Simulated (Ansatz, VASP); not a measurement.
## Two plane-wave programs on GaP

INCAR

```
PREC     = Accurate       # precision mode
ENCUT    = 520            # plane-wave cutoff, eV
EDIFF    = 1E-6           # SCF threshold, eV
ISMEAR   = 0              # smearing method
SIGMA    = 0.05           # smearing width, eV
LREAL    = False          # projectors in reciprocal space
LASPH    = True           # aspherical terms in the spheres
NELM     = 100            # most SCF steps
ALGO     = Normal         # electronic algorithm
ISIF     = 2              # what is computed and relaxed
LWAVE    = False          # write WAVECAR
LCHARG   = True           # write CHGCAR
GGA      = PE             # functional
LELF     = True           # ELF
LVHAR    = True         
NBANDS   = 16             # bands
```

File KPOINTS:

```
regular mesh
0
Gamma
  10 10 10
```

File POSCAR:

```
GaP
1.0
    0.0000000000      2.6773133393      2.6773133393
    2.6773133393      0.0000000000      2.6773133393
    2.6773133393      2.6773133393      0.0000000000
Ga P
1 1
Direct
    0.0000000000      0.0000000000      0.0000000000
    0.7500000000      0.7500000000      0.7500000000
```

Input for Ansatz:

```yaml
crystal:
  lattice:
    - [0.0, 2.6773133393, 2.6773133393]
    - [2.6773133393, 0.0, 2.6773133393]
    - [2.6773133393, 2.6773133393, 0.0]
  atoms:
    - { symbol: Ga, position: [0.0, 0.0, 0.0] }
    - { symbol: P, position: [0.75, 0.75, 0.75] }
basis:
  ecutwfc: 420
kpoints:
  mp_grid: { grid: [10, 10, 10] }
hamiltonian:
  xc: pbe
  pseudopotentials: { kind: paw, azcp: { folder: soft_1 } }
scf:
  occupations: { method: gaussian, width: 0.05 }
output:
  forces: true
  stress: true
  eigenvalues: true
```

Alike in both runs: task single point; functional PBE; k mesh 10 × 10 × 10; occupations gaussian, width 0.05 eV; no spin polarisation.

```csv
,VASP,Ansatz
version,VASP 6.6.1,Ansatz 0.2.0
potentials or method,"VASP PAW PBE potentials, release 64 (Ga_d, P), cutoff 520 eV","scalar-relativistic, plane waves, PAW"
valence electrons in the cell,18,18
```

|  | VASP | Ansatz | Ansatz less VASP |
| --- | --- | --- | --- |
| gap on the k mesh at the Fermi level (eV) | 1.51 | 1.51 | 0.000 |
| least direct gap on the mesh (eV) | 2.27 | 2.27 | +0.001 |
| pressure (GPa) | 7.6 | 7.8 | +0.15 |
